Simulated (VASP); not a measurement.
# P (I4_1/amd) in VASP: further runs

P is run at these levels: PBE; tasks: single point.

All numbers are computed with VASP 6.6.1; they aren't measurements. Logs are shortened: lines on timing, memory, paths and dates and some standing lists are left out, and cuts for length are marked.

## (1) The cell of the first run

Symmetry: I4_1/amd, No. 141, tetragonal system. The conventional cell has a = 3.712 Å, b = 3.712 Å, c = 1.967 Å, α = 90.00°, β = 90.00°, γ = 90.00°. P (site symmetry -4m2) has 10 P at 1.92 to 2.37 Å within 2.5 Å.

## (2) Single point, PBE (6.77 Å³/atom)

The input, INCAR:

```
  ALGO = Normal
  EDIFF = 1E-6
  ENCUT = 520
  GGA = PE
  ISIF = 2
  ISMEAR = -1
  LASPH = T
  LCHARG = F
  LREAL = F
  LWAVE = F
  NBANDS = 12
  NELM = 80
  PREC = Accurate
  SIGMA = 0.1
```

The input, KPOINTS:

```
k-points
0
Gamma
  18 18 18
```

The input, POSCAR:

```
P
1.0
   -1.8557677324      1.8557677324      0.9834837401
    1.8557677324     -1.8557677324      0.9834837401
    1.8557677324      1.8557677324     -0.9834837401
P
2
Direct
   -0.3750000000     -0.1250000000     -0.2500000000
    0.3750000000      0.1250000000      0.2500000000
```

Potentials or basis: VASP PAW PBE potentials, release 64 (P).

Launch:

```bash
> cat potpaw_PBE.64/P/POTCAR > POTCAR
> mpirun -np 1 vasp_std > vasp.out
```

OUTCAR:

```text
EDIFF = 1E-6
   ENCUT = 520
   GGA = PE
   ISIF = 2
   ISMEAR = -1
   LASPH = T
   LREAL = F
   NELM = 80
   PREC = Accurate

 ion  position               nearest neighbor table
   1  0.625  0.875  0.750-   2 1.92   2 1.92   2 1.92   2 1.92   2 2.37   2 2.37   2 2.37   2 2.37

   2  0.375  0.125  0.250-   1 1.92   1 1.92   1 1.92   1 1.92   1 2.37   1 2.37   1 2.37   1 2.37

  LATTYP: Found a body centered tetragonal cell.
 ALAT       =     3.7115354648
 C/A-ratio  =     0.5299605780

  Lattice vectors:

 A1 = (  -1.8557677324,   1.8557677324,   0.9834837401)
 A2 = (   1.8557677324,  -1.8557677324,   0.9834837401)
 A3 = (   1.8557677324,   1.8557677324,  -0.9834837401)

Analysis of symmetry for initial positions (statically):
=====================================================================
 Subroutine PRICEL returns:
 Original cell was already a primitive cell.

 Routine SETGRP: Setting up the symmetry group for a
 body centered tetragonal supercell.

 Subroutine GETGRP returns: Found 16 space group operations
 (whereof  4 operations were pure point group operations)
 out of a pool of 16 trial point group operations.

The static configuration has the point symmetry C_2h.
 The point group associated with its full space group is D_4h.

Analysis of symmetry for dynamics (positions and initial velocities):
=====================================================================
 Subroutine PRICEL returns:
 Original cell was already a primitive cell.

 Routine SETGRP: Setting up the symmetry group for a
 body centered tetragonal supercell.

 Subroutine GETGRP returns: Found 16 space group operations
 (whereof  4 operations were pure point group operations)
 out of a pool of 16 trial point group operations.

The dynamic configuration has the point symmetry C_2h.
 The point group associated with its full space group is D_4h.

 Subroutine INISYM returns: Found 16 space group operations
 (whereof  4 operations are pure point group operations),
 and found     1 'primitive' translations

----------------------------------------------------------------------------------------

                                     Primitive cell

  volume of cell :      13.5480

  direct lattice vectors                    reciprocal lattice vectors
    -1.855767732  1.855767732  0.983483740     0.000000000  0.269430269  0.508396814
     1.855767732 -1.855767732  0.983483740     0.269430269  0.000000000  0.508396814
     1.855767732  1.855767732 -0.983483740     0.269430269  0.269430269  0.000000000

  length of vectors
     2.802675154  2.802675154  2.802675154     0.575378128  0.575378128  0.381031941

  position of ions in fractional coordinates (direct lattice)
     0.625000000  0.875000000  0.750000000
     0.375000000  0.125000000  0.250000000

  ion indices of the primitive-cell ions
   primitive index   ion index
                 1           1
                 2           2

----------------------------------------------------------------------------------------

 KPOINTS: k-points

Automatic generation of k-mesh.
 Grid dimensions read from file:
 generate k-points for:   18   18   18

 Generating k-lattice:

  Cartesian coordinates                     Fractional coordinates (reciprocal lattice)
     0.000000000  0.014968348  0.028244267     0.055555556  0.000000000  0.000000000
     0.014968348  0.000000000  0.028244267     0.000000000  0.055555556  0.000000000
     0.014968348  0.014968348  0.000000000     0.000000000  0.000000000  0.055555556

  Length of vectors
     0.031965452  0.031965452  0.021168441

  Shift w.r.t. Gamma in fractional coordinates (k-lattice)
     0.000000000  0.000000000  0.000000000

 Subroutine IBZKPT returns following result:
 ===========================================

 Found    480 irreducible k-points:

 Following reciprocal coordinates:
            Coordinates               Weight
  0.000000  0.000000  0.000000      1.000000
  0.055556  0.000000 -0.000000      8.000000
  0.111111  0.000000 -0.000000      8.000000
  0.166667  0.000000  0.000000      8.000000
  0.222222  0.000000 -0.000000      8.000000
  0.277778  0.000000  0.000000      8.000000
[... 16 lines left out ...]
 -0.277778  0.055556  0.000000     16.000000
 -0.222222  0.055556  0.000000     16.000000
 [... further k-points ...]
   k-points           NKPTS =    480   k-points in BZ     NKDIM =    480   number of bands    NBANDS=     12
   number of dos      NEDOS =    301   number of ions     NIONS =      2
   total plane-waves  NPLWV =  13824
   dimension x,y,z NGX =    24 NGY =   24 NGZ =   24
   dimension x,y,z NGXF=    48 NGYF=   48 NGZF=   48
   ions per type =               2
   NGX,Y,Z   is equivalent  to a cutoff of  14.24, 14.24, 14.24 a.u.
   NGXF,Y,Z  is equivalent  to a cutoff of  28.47, 28.47, 28.47 a.u.
 SYSTEM =  unknown system
   PREC   = accura    normal or accurate (medium, high low for compatibility)
   ISTART =      0    job   : 0-new  1-cont  2-samecut
   ICHARG =      2    charge: 1-file 2-atom 10-const
   ISPIN  =      1    spin polarized calculation?
   LNONCOLLINEAR =      F non collinear calculations
   LSORBIT =      F    spin-orbit coupling
   LASPH  =      T    aspherical Exc in radial PAW
   ENCUT  =  520.0 eV  38.22 Ry    6.18 a.u.   5.21  5.21  5.21*2*pi/ulx,y,z
   NELM   =     80;   NELMIN=  2; NELMDL= -5     # of ELM steps
   EDIFF  = 0.1E-05   stopping-criterion for ELM
   LREAL  =      F    real-space projection
   EDIFFG = 0.1E-04   stopping-criterion for IOM
   NSW    =      0    number of steps for IOM
   IBRION =     -1    ionic relax: 0-MD 1-quasi-New 2-CG
   NFREE  =      0    steps in history (QN), initial steepest desc. (CG)
   ISIF   =      2    stress and relaxation
   ISYM   =      2    0-nonsym 1-usesym 2-fastsym
   POTIM  = 0.5000    time-step for ionic-motion
   TEBEG  =    0.0;   TEEND  =   0.0 temperature during run
   PSTRESS=    0.0 pullay stress
   NELECT =      10.0000    total number of electrons
   NUPDOWN=      -1.0000    fix difference up-down
   EMIN   =  10.00;   EMAX   =-10.00  energy-range for DOS
   EFERMI =   0.00;   METHOD = LEGACY
   ISMEAR =    -1;   SIGMA  =   0.10  broadening in eV -4-tet -1-fermi 0-gaus
   EFERMI_NEDOS =   21; number of points for ismear=-14 and -15
   IALGO  =     38    algorithm
   IMIX   =      4    mixing-type and parameters
     AMIX     =   0.40;   BMIX     =  1.00
     AMIX_MAG =   1.60;   BMIX_MAG =  1.00
  volume/ion in A,a.u.               =       6.77        45.71
  Fermi-wavevector in a.u.,A,eV,Ry     =   1.479506  2.795861 29.782304  2.188938
  Thomas-Fermi vector in A             =   2.593655
   LORBIT       =      0    0 simple, 1 ext, 2 COOP (PROOUT), +10 PAW based schemes
   GGA     = PE    functional components
   LHFCALC =     F    Hartree Fock is set to
   AEXX    =    0.0000 exact exchange contribution
   IVDW    =     0    specifies the selected vdW correction
   LEPSILON=     F    determine dielectric tensor
   LRPA    =     F    only Hartree local field effects (RPA)
 non-spin polarized calculation
  energy-cutoff  :      520.00
  volume of cell :       13.55
 maximum number of plane-waves:       384
 NGX is ok and might be reduce to    24
   NGX = 11   NGY = 11   NGZ = 11

 number of electron      10.0000000 magnetization

 Free energy of the ion-electron system (eV)
  ---------------------------------------------------
  ext. energy  EPLUGINS =         0.00000000
  ---------------------------------------------------
  free energy    TOTEN  =        -0.81892776 eV

  energy without entropy =       -0.80130150  energy(sigma->0) =       -0.81011463

 E-fermi :  23.9365     XC(G=0): -14.9906

 val. band max:       23.9274916866   @ k =  -0.2778  -0.2778   0.1667
 cond. band min:      23.9430927236   @ k =  -0.1111   0.1667   0.1111
 fundamental gap:      0.0156010370
 Fermi energy:        23.9365009884

 k-point     1 :       0.0000    0.0000    0.0000
  band No.  band energies     occupation
      1      -2.4878      2.00000
      2      15.4011      2.00000
      3      15.4011      2.00000
      4      18.9739      2.00000
      5      19.2424      2.00000
      6      30.5446      0.00000
      7      34.1255      0.00000
      8      36.2815      0.00000
      9      36.2815      0.00000
     10      40.0872      0.00000
     11      41.1297      0.00000
     12      42.7437      0.00000

 k-point     2 :       0.0556    0.0000   -0.0000
  band No.  band energies     occupation
      1      -2.3430      2.00000
      2      15.2431      2.00000
      3      15.2594      2.00000
      4      19.3104      2.00000
      5      19.6732      2.00000
      6      30.2793      0.00000
      7      33.1086      0.00000
      8      36.2210      0.00000
      9      36.4585      0.00000
     10      38.9067      0.00000
     11      39.3734      0.00000
     12      40.4051      0.00000

 k-point     3 :       0.1111    0.0000   -0.0000
  band No.  band energies     occupation
      1      -1.9092      2.00000
      2      14.9422      2.00000
      3      14.9813      2.00000
      4      20.1369      2.00000
      5      20.7903      2.00000
      6      29.5401      0.00000
      7      31.0074      0.00000
      8      34.9262      0.00000
      9      35.0896      0.00000
     10      36.6276      0.00000
     11      37.5481      0.00000
     12      39.5283      0.00000
[... 286 lines left out ...]
 k-point    23 :      -0.2778    0.0556    0.0000
  band No.  band energies     occupation
      1       0.1277      2.00000
      2      13.0291      2.00000
      3      14.9795      2.00000
      4      21.6252      2.00000
      5      24.9264      0.00010
      6      25.4302      0.00000
      7      27.2717      0.00000
      8      29.6968      0.00000
      9      31.8971      0.00000
     10      34.1586      0.00000
     11      38.1344      0.00000
     12      41.9153      0.00000

 k-point    24 :      -0.2222    0.0556    0.0000
  band No.  band energies     occupation
      1      -0.9367      2.00000
      2      13.0686      2.00000
      3      14.9685      2.00000
      4      21.5832      2.00000
      5      23.8599      1.36518
      6      27.0460      0.00000
      7      28.0799      0.00000
      8      32.1152      0.00000
      9      33.3343      0.00000
     10      35.4636      0.00000
     11      37.7649      0.00000
     12      41.0763      0.00000

 [... further k-points ...]

------------------------ aborting loop because EDIFF is reached ----------------------------------------

  FORCE on cell =-STRESS in cart. coord.  units (eV):
  Direction    XX          YY          ZZ          XY          YZ          ZX
  --------------------------------------------------------------------------------------
  -------------------------------------------------------------------------------------
  Total       31.7401122     31.7401122     31.7733027     -0.0000000      0.0000000      0.0000000
  in kB     3753.5709209   3753.5709209   3757.4960188     -0.0000000      0.0000000      0.0000000
  external PRESSURE =    3754.8792868 kB  Pullay stress =       0.0000000 kB

 VOLUME and BASIS-vectors are now :
 -----------------------------------------------------------------------------
  energy-cutoff  :      520.00
  volume of cell :       13.55
      direct lattice vectors                 reciprocal lattice vectors
    -1.855767732  1.855767732  0.983483740     0.000000000  0.269430269  0.508396814
     1.855767732 -1.855767732  0.983483740     0.269430269  0.000000000  0.508396814
     1.855767732  1.855767732 -0.983483740     0.269430269  0.269430269  0.000000000

 POSITION                                       TOTAL-FORCE (eV/Angst)
 -----------------------------------------------------------------------------------
      1.85577      0.92788      0.73761         0.000000     -0.000000      0.000000
      0.00000      0.92788      0.24587        -0.000000      0.000000     -0.000000
 -----------------------------------------------------------------------------------
    total drift:                                0.000000      0.000000      0.000000

  FREE ENERGIE OF THE ION-ELECTRON SYSTEM (eV)
  ---------------------------------------------------
  free  energy   TOTEN  =        -0.8189277625 eV

  energy  without entropy=       -0.8013014954  energy(sigma->0) =       -0.81011463
```

It took 92 s on 1 thread of Intel Xeon 8259CL, shared host; peak memory 0.18 GiB.

Results:

| Quantity | Value |
| --- | --- |
| Free energy | -0.8189 eV |
| Pressure | 375.5 GPa |
| Band gap on the k mesh | zero (bands 5 and 6 overlap by 10.92 eV) |

Caveat: the cell stands under pressure.

## (3) Single point, PBE (6.77 Å³/atom)

The input, INCAR:

```
SYSTEM = P
PREC     = Accurate       ! precision mode
ENCUT    = 520            ! plane-wave cutoff, eV
EDIFF    = 1E-6           ! SCF threshold, eV
ISMEAR   = -1             ! smearing method
SIGMA    = 0.1            ! smearing width, eV
LREAL    = .FALSE.        ! projectors in reciprocal space
LASPH    = .TRUE.         ! aspherical terms in the spheres
NELM     = 100            ! most SCF steps
ALGO     = Normal         ! electronic algorithm
ISIF     = 2              ! what is computed and relaxed
LWAVE    = .FALSE.        ! write WAVECAR
LCHARG   = .FALSE.        ! write CHGCAR
GGA      = PE             ! functional
NBANDS   = 12             ! bands
```

The input, KPOINTS:

```
Automatic mesh
0
G
  18 18 18
  0 0 0
```

POSCAR is that of step 2.

Potentials or basis: VASP PAW PBE potentials, release 64 (P).

Launch:

```bash
> cat potpaw_PBE.64/P/POTCAR > POTCAR
> mpirun -np 1 vasp_std > vasp.out
```

OUTCAR:

```text
SYSTEM = P
   PREC = Accurate
   ENCUT = 520
   EDIFF = 1E-6
   ISMEAR = -1
   LREAL = .FALSE.
   LASPH = .TRUE.
   NELM = 100
   ISIF = 2
   GGA = PE

 ion  position               nearest neighbor table
   1  0.625  0.875  0.750-   2 1.92   2 1.92   2 1.92   2 1.92   2 2.37   2 2.37   2 2.37   2 2.37

   2  0.375  0.125  0.250-   1 1.92   1 1.92   1 1.92   1 1.92   1 2.37   1 2.37   1 2.37   1 2.37

  LATTYP: Found a body centered tetragonal cell.
 ALAT       =     3.7115354648
 C/A-ratio  =     0.5299605780

  Lattice vectors:

 A1 = (  -1.8557677324,   1.8557677324,   0.9834837401)
 A2 = (   1.8557677324,  -1.8557677324,   0.9834837401)
 A3 = (   1.8557677324,   1.8557677324,  -0.9834837401)

Analysis of symmetry for initial positions (statically):
=====================================================================
 Subroutine PRICEL returns:
 Original cell was already a primitive cell.

 Routine SETGRP: Setting up the symmetry group for a
 body centered tetragonal supercell.

 Subroutine GETGRP returns: Found 16 space group operations
 (whereof  4 operations were pure point group operations)
 out of a pool of 16 trial point group operations.
[... 178 lines left out ...]
      5      19.2424      2.00000
      6      30.5446      0.00000
      7      34.1255      0.00000
      8      36.2815      0.00000
      9      36.2815      0.00000
     10      40.0872      0.00000
     11      41.1297      0.00000
     12      42.7437      0.00000
[... 331 lines left out ...]
 k-point    24 :      -0.2222    0.0556    0.0000
  band No.  band energies     occupation
      1      -0.9367      2.00000
      2      13.0686      2.00000
      3      14.9685      2.00000
      4      21.5832      2.00000
      5      23.8599      1.36518
      6      27.0460      0.00000
      7      28.0799      0.00000
      8      32.1152      0.00000
      9      33.3343      0.00000
     10      35.4636      0.00000
     11      37.7649      0.00000
     12      41.0763      0.00000

 [... further k-points ...]

------------------------ aborting loop because EDIFF is reached ----------------------------------------

  FORCE on cell =-STRESS in cart. coord.  units (eV):
  Direction    XX          YY          ZZ          XY          YZ          ZX
  --------------------------------------------------------------------------------------
  -------------------------------------------------------------------------------------
  Total       31.7401122     31.7401122     31.7733027     -0.0000000      0.0000000      0.0000000
  in kB     3753.5709209   3753.5709209   3757.4960188     -0.0000000      0.0000000      0.0000000
  external PRESSURE =    3754.8792868 kB  Pullay stress =       0.0000000 kB

 VOLUME and BASIS-vectors are now :
 -----------------------------------------------------------------------------
  energy-cutoff  :      520.00
  volume of cell :       13.55
      direct lattice vectors                 reciprocal lattice vectors
    -1.855767732  1.855767732  0.983483740     0.000000000  0.269430269  0.508396814
     1.855767732 -1.855767732  0.983483740     0.269430269  0.000000000  0.508396814
     1.855767732  1.855767732 -0.983483740     0.269430269  0.269430269  0.000000000

 POSITION                                       TOTAL-FORCE (eV/Angst)
 -----------------------------------------------------------------------------------
      1.85577      0.92788      0.73761         0.000000     -0.000000      0.000000
      0.00000      0.92788      0.24587        -0.000000      0.000000     -0.000000
 -----------------------------------------------------------------------------------
    total drift:                                0.000000      0.000000      0.000000

  FREE ENERGIE OF THE ION-ELECTRON SYSTEM (eV)
  ---------------------------------------------------
  free  energy   TOTEN  =        -0.8189277625 eV

  energy  without entropy=       -0.8013014954  energy(sigma->0) =       -0.81011463
```

Run time: 93 s. Hardware: 1 thread of Intel Xeon 8259CL, shared host; peak memory 0.18 GiB.

Results:

| Item | Value |
| --- | --- |
| Free energy | -0.8189 eV |
| Pressure | 375.5 GPa |
| Band gap on the k mesh | zero (bands 5 and 6 overlap by 10.92 eV) |

Stress tensor (GPa, compression positive):
```
375.36   0.00   0.00
  0.00 375.36   0.00
  0.00   0.00 375.75
```

Levels at points of the mesh, in eV from the Fermi level:
| k point | band 3 | band 4 | band 5 | band 6 | band 7 | band 8 |
| --- | --- | --- | --- | --- | --- | --- |
| (0.00, 0.00, 0.00) | -8.54 | -4.96 | -4.69 | 6.61 | 10.19 | 12.34 |
| (0.50, 0.00, 0.00) | -7.24 | -6.55 | -4.44 | -4.09 | 4.32 | 4.49 |
| (0.50, 0.50, 0.00) | -4.16 | -4.16 | -0.20 | -0.20 | 11.45 | 11.45 |
| (0.50, 0.50, 0.50) | -16.39 | -16.39 | 6.82 | 6.82 | 19.28 | 19.28 |

Caveat: the cell stands under pressure.

## (4) Single point, PBE (7.83 Å³/atom)

This run uses another cell than the first one, of 7.83 Å³/atom.

The input, INCAR:

```
  PREC = Accurate
  ENCUT = 520
  EDIFF = 1E-6
  ISMEAR = -1
  SIGMA = 0.1
  LREAL = False
  LASPH = True
  NELM = 80
  ALGO = Normal
  ISIF = 2
  LWAVE = False
  LCHARG = False
  GGA = PE
  NBANDS = 12
```

The input, KPOINTS:

```
regular mesh
0
Gamma
  18 18 18
```

The input, POSCAR:

```
P
1.0
   -1.9487916723      1.9487916723      1.0305627053
    1.9487916723     -1.9487916723      1.0305627053
    1.9487916723      1.9487916723     -1.0305627053
P
2
Direct
   -0.3750000000     -0.1250000000     -0.2500000000
    0.3750000000      0.1250000000      0.2500000000
```

Launch:

```bash
> cat potpaw_PBE.64/P/POTCAR > POTCAR
> mpirun -np 1 vasp_std > vasp.out
```

It took 98 s on 1 thread of Intel Xeon 8259CL, shared host; peak memory 0.19 GiB.

Results (log left out):

| Quantity | Value |
| --- | --- |
| Free energy | -4.6133 eV |
| Pressure | 216.6 GPa |
| Band gap on the k mesh | zero (bands 5 and 6 overlap by 9.72 eV) |

Stress tensor (GPa, compression positive):
```
216.63   0.00   0.00
  0.00 216.63   0.00
  0.00   0.00 216.52
```

Levels at points of the mesh, in eV from the Fermi level:
```tsv
k point	band 2	band 3	band 4	band 5	band 6	band 7	band 8	band 9
(0.00, 0.00, 0.00)	-8.10	-8.10	-5.56	-3.51	6.42	9.75	10.32	10.32
(0.50, 0.00, 0.00)	-13.81	-7.08	-6.20	-4.51	-3.46	3.70	4.04	10.06
(0.50, 0.50, 0.00)	-19.81	-4.01	-4.01	-0.38	-0.38	10.72	10.72	11.56
(0.50, 0.50, 0.50)	-15.65	-14.96	-14.96	6.24	6.24	17.01	17.01	17.34
```

Caveat: the cell stands under pressure.
